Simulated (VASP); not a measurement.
# Co (P6_3/mmc) in VASP: a series of runs, part 2 of 2

VASP 6.6.1. The steps go on from the part before.

### 3 Single point, LDA

INCAR

```
PREC = Accurate ; ENCUT = 520
EDIFF = 1E-6 ; ISMEAR = -1
SIGMA = 1.0 ; LREAL = F
LASPH = T ; NELM = 100
ALGO = Normal ; ISIF = 2
LWAVE = F ; LCHARG = F
GGA = CA ; NBANDS = 16
```

KPOINTS

```
regular mesh
0
Gamma
  15 15 8
```

POSCAR

```
Co
1.0
    2.3995686430      0.0000000000      0.0000000000
   -1.1997843215      2.0780874030      0.0000000000
    0.0000000000      0.0000000000      3.8656883379
Co
2
Direct
    0.3333333333      0.6666666667      0.2500000000
    0.6666666667      0.3333333333      0.7500000000
```

Potentials or basis: VASP PAW LDA potentials, release 64 (Co).

Started as:

```bash
$ cat potpaw_LDA.64/Co/POTCAR > POTCAR
$ mpirun -np 1 vasp_std > vasp.out
```

OUTCAR:

```text
PREC = Accurate
   ENCUT = 520
   EDIFF = 1E-6
   ISMEAR = -1
   LREAL = F
   LASPH = T
   NELM = 100
   ISIF = 2
   GGA = CA

 ion  position               nearest neighbor table
   1  0.333  0.667  0.250-   2 2.38   2 2.38   2 2.38   2 2.38   2 2.38   2 2.38
   2  0.667  0.333  0.750-   1 2.38   1 2.38   1 2.38   1 2.38   1 2.38   1 2.38

  LATTYP: Found a hexagonal cell.
 ALAT       =     2.3995686430
 C/A-ratio  =     1.6109930213

  Lattice vectors:

 A1 = (   2.3995686430,   0.0000000000,   0.0000000000)
 A2 = (  -1.1997843215,   2.0780874030,   0.0000000000)
 A3 = (   0.0000000000,   0.0000000000,   3.8656883379)

Analysis of symmetry for initial positions (statically):
=====================================================================
 Subroutine PRICEL returns:
 Original cell was already a primitive cell.

 Routine SETGRP: Setting up the symmetry group for a
 hexagonal supercell.

 Subroutine GETGRP returns: Found 24 space group operations
[... 158 lines left out ...]

 Free energy of the ion-electron system (eV)
  ---------------------------------------------------
  ext. energy  EPLUGINS =         0.00000000
  ---------------------------------------------------
  free energy    TOTEN  =       -20.82754315 eV

  energy without entropy =      -13.09612369  energy(sigma->0) =      -16.96183342

 E-fermi :  12.2624     XC(G=0): -14.4606

 val. band max:       12.2613192742   @ k =   0.4000   0.1333   0.0000
 cond. band min:      12.2629533418   @ k =   0.2667   0.2667   0.5000
 fundamental gap:      0.0016340676
 Fermi energy:        12.2624249827

 k-point     1 :       0.0000    0.0000    0.0000
  band No.  band energies     occupation
      1       2.1967      1.99991
      2       6.5205      1.99360
      3       9.8062      1.84203
      4       9.8062      1.84203
      5       9.8064      1.84200
      6      10.2240      1.76954
[... 433 lines left out ...]
      3       7.6020      1.98125
      4       8.6799      1.94589
      5       9.4005      1.89187
      6       9.6682      1.86098
[... 8 lines left out ...]
     15      24.4836      0.00001
     16      26.5892      0.00000

 [... further k-points ...]
[... 5 lines left out ...]
  --------------------------------------------------------------------------------------
  -------------------------------------------------------------------------------------
  Total        3.8647636      3.8647636      4.3707911     -0.0000000     -0.0000000      0.0000000
  in kB      321.2252602    321.2252602    363.2844517     -0.0000000     -0.0000000      0.0000000
  external PRESSURE =     335.2449907 kB  Pullay stress =       0.0000000 kB

 VOLUME and BASIS-vectors are now :
 -----------------------------------------------------------------------------
  energy-cutoff  :      520.00
  volume of cell :       19.28
      direct lattice vectors                 reciprocal lattice vectors
     2.399568643  0.000000000  0.000000000     0.416741568  0.240605857  0.000000000
    -1.199784321  2.078087403  0.000000000     0.000000000  0.481211713  0.000000000
     0.000000000  0.000000000  3.865688338     0.000000000  0.000000000  0.258686141

 POSITION                                       TOTAL-FORCE (eV/Angst)
 -----------------------------------------------------------------------------------
     -0.00000      1.38539      0.96642         0.000000      0.000000      0.000000
      1.19978      0.69270      2.89927        -0.000000     -0.000000      0.000000
 -----------------------------------------------------------------------------------
    total drift:                                0.000000     -0.000000     -0.000000

  FREE ENERGIE OF THE ION-ELECTRON SYSTEM (eV)
  ---------------------------------------------------
  free  energy   TOTEN  =       -20.8275431502 eV

  energy  without entropy=      -13.0961236920  energy(sigma->0) =      -16.96183342
```

stdout:

```text
POSCAR found type information on POSCAR Co
 POSCAR found :  1 types and       2 ions
 scaLAPACK will be used
 LDA part: xc-table for (Slater(with rela. corr.)+CA(PZ))
 , standard interpolation
 POSCAR, INCAR and KPOINTS ok, starting setup
 FFT: planning ... GRIDC
 FFT: planning ... GRID_SOFT
 FFT: planning ... GRID
 WAVECAR not read
 entering main loop
```

Run time: 63 s. Hardware: 1 thread of AMD EPYC 7R13, shared host; peak memory 0.12 GiB.

Results:

```
Free energy            : -20.8275 eV
Pressure               : 33.5 GPa
Band gap on the k mesh : zero (bands 9 and 10 overlap by 1.78 eV)
```

Stress tensor (GPa, compression positive):
```
32.12  0.00  0.00
 0.00 32.12  0.00
 0.00  0.00 36.33
```

Caveat: the cell stands under pressure; so wide a smearing shifts energies and pressures; the run has no spin polarisation, though such a crystal can be magnetic.

### 4 Single point, LDA

INCAR

```
ALGO = Normal
EDIFF = 1E-7
ENCUT = 520
GGA = CA
ISIF = 2
ISMEAR = -1
LASPH = True
LCHARG = False
LREAL = False
LWAVE = False
NBANDS = 16
NELM = 100
PREC = Accurate
SIGMA = 0.1
```

KPOINTS

```
k-points
0
Gamma
  25 25 13
```

POSCAR is that of step 3.

Potentials or basis: VASP PAW LDA potentials, release 64 (Co).

Started as:

```bash
$ cat potpaw_LDA.64/Co/POTCAR > POTCAR
$ mpirun -np 1 vasp_std > vasp.out
```

OUTCAR:

```text
EDIFF = 1E-7
   ENCUT = 520
   GGA = CA
   ISIF = 2
   ISMEAR = -1
   LASPH = True
   LREAL = False
   NELM = 100
   PREC = Accurate

 ion  position               nearest neighbor table
   1  0.333  0.667  0.250-   2 2.38   2 2.38   2 2.38   2 2.38   2 2.38   2 2.38
   2  0.667  0.333  0.750-   1 2.38   1 2.38   1 2.38   1 2.38   1 2.38   1 2.38

  LATTYP: Found a hexagonal cell.
 ALAT       =     2.3995686430
 C/A-ratio  =     1.6109930213

  Lattice vectors:

[... 194 lines left out ...]
      6      10.0696      2.00000
[... 433 lines left out ...]
      3       7.2698      2.00000
      4       9.2336      2.00000
      5       9.4398      2.00000
      6       9.7072      2.00000
[... 8 lines left out ...]
     15      26.4500      0.00000
     16      27.3068      0.00000

 [... further k-points ...]
[... 5 lines left out ...]
  --------------------------------------------------------------------------------------
  -------------------------------------------------------------------------------------
  Total       -0.1045888     -0.1045888     -0.1171115     -0.0000000      0.0000000      0.0000000
  in kB       -8.6930432     -8.6930432     -9.7338906     -0.0000000      0.0000000      0.0000000
  external PRESSURE =      -9.0399923 kB  Pullay stress =       0.0000000 kB

 VOLUME and BASIS-vectors are now :
 -----------------------------------------------------------------------------
  energy-cutoff  :      520.00
  volume of cell :       19.28
      direct lattice vectors                 reciprocal lattice vectors
     2.399568643  0.000000000  0.000000000     0.416741568  0.240605857  0.000000000
    -1.199784321  2.078087403  0.000000000     0.000000000  0.481211713  0.000000000
     0.000000000  0.000000000  3.865688338     0.000000000  0.000000000  0.258686141

 POSITION                                       TOTAL-FORCE (eV/Angst)
 -----------------------------------------------------------------------------------
     -0.00000      1.38539      0.96642         0.000000     -0.000000      0.000000
      1.19978      0.69270      2.89927        -0.000000      0.000000      0.000000
 -----------------------------------------------------------------------------------
    total drift:                                0.000000     -0.000000     -0.000000

  FREE ENERGIE OF THE ION-ELECTRON SYSTEM (eV)
  ---------------------------------------------------
  free  energy   TOTEN  =       -16.1604170440 eV

  energy  without entropy=      -15.9978244127  energy(sigma->0) =      -16.07912073
```

stdout:

```text
POSCAR found type information on POSCAR Co
 POSCAR found :  1 types and       2 ions
 scaLAPACK will be used
 LDA part: xc-table for (Slater(with rela. corr.)+CA(PZ))
 , standard interpolation
 POSCAR, INCAR and KPOINTS ok, starting setup
 FFT: planning ... GRIDC
 FFT: planning ... GRID_SOFT
 FFT: planning ... GRID
 WAVECAR not read
 entering main loop
```

Wall time 2.8 min (1 thread of AMD EPYC 7R13, shared host); peak memory 0.19 GiB.

Results:

```yaml
Free_energy: -16.1604 eV
Pressure: -0.9 GPa
Band_gap_on_the_k_mesh: zero (bands 9 and 10 overlap by 1.72 eV)
```

Caveat: the run has no spin polarisation, though such a crystal can be magnetic.

### 5 The runs side by side

```csv
k mesh,smearing,gap on the mesh (eV),pressure (GPa)
15 × 15 × 8,fermi-dirac 0.6 eV,none,15.1
15 × 15 × 8,fermi-dirac 1 eV,none,33.5
25 × 25 × 13,fermi-dirac 0.1 eV,none,-0.9
```

Alike in all rows: task single point; level LDA; potentials or basis VASP PAW LDA potentials, release 64 (Co); no spin polarisation; cell as given; cutoff (eV) 520.

Caveats: the run has no spin polarisation, though such a crystal can be magnetic; the cell stands under pressure (at least some runs); so wide a smearing shifts energies and pressures (at least some runs).

Total energies depend on the potentials used, so only differences within one code and one set of settings carry meaning.
